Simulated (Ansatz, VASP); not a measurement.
## Two plane-wave programs on Cu

The input INCAR:

```
  ALGO = Fast
  EDIFF = 1E-7
  ENCUT = 520
  GGA = PE
  ISIF = 2
  ISMEAR = 0
  LASPH = T
  LCHARG = T
  LELF = T
  LREAL = F
  LVHAR = T
  LWAVE = F
  NBANDS = 12
  NELM = 80
  PREC = Accurate
  SIGMA = 0.15
```

KPOINTS

```
k-points
0
Gamma
  22 22 22
```

The input POSCAR:

```
Cu
1.0
   -1.4978000000      1.4978000000      1.3129000000
    1.4978000000     -1.4978000000      1.3129000000
    1.4978000000      1.4978000000     -1.3129000000
Cu
1
Direct
    0.0000000000      0.0000000000      0.0000000000
```

Input for Ansatz:

```yaml
crystal:
  lattice:
    - [-1.4978, 1.4978, 1.3129]
    - [1.4978, -1.4978, 1.3129]
    - [1.4978, 1.4978, -1.3129]
  atoms:
    - { symbol: Cu, position: [0.0, 0.0, 0.0] }
basis:
  ecutwfc: 520.0
kpoints:
  mp_grid: { grid: [22, 22, 22] }
hamiltonian:
  xc: pbe
  pseudopotentials: { kind: paw, azcp: { folder: soft_1 } }
scf:
  occupations: { method: gaussian, width: 0.15 }
output:
  forces: true
  stress: true
  eigenvalues: true
  write_density: true
  write_potential: true
  elf: true
  volumetric_format: npy
```

Alike in both runs: task single point; functional PBE; k mesh 22 × 22 × 22; occupations gaussian, width 0.15 eV; no spin polarisation.

```csv
,VASP,Ansatz
version,VASP 6.6.1,Ansatz 0.2.0
potentials or method,"VASP PAW PBE potentials, release 64 (Cu), cutoff 520 eV","scalar-relativistic, plane waves, PAW"
valence electrons in the cell,11,19
```

```csv
,VASP,Ansatz,Ansatz less VASP
gap on the k mesh at the Fermi level (eV),none,none,-
pressure (GPa),4.1,3.1,-0.99
"traceless stress, the component that is largest in VASP (GPa)",1.46,1.45,-0.018
```

A gap of «none» marks a metal or a gap that the smearing closes. The functional is the same, so the differences come from potentials, cutoffs and numerics. VASP's potentials hold 11 valence electrons a cell and Ansatz's 19, so a difference there can come from the potentials and not from the codes.
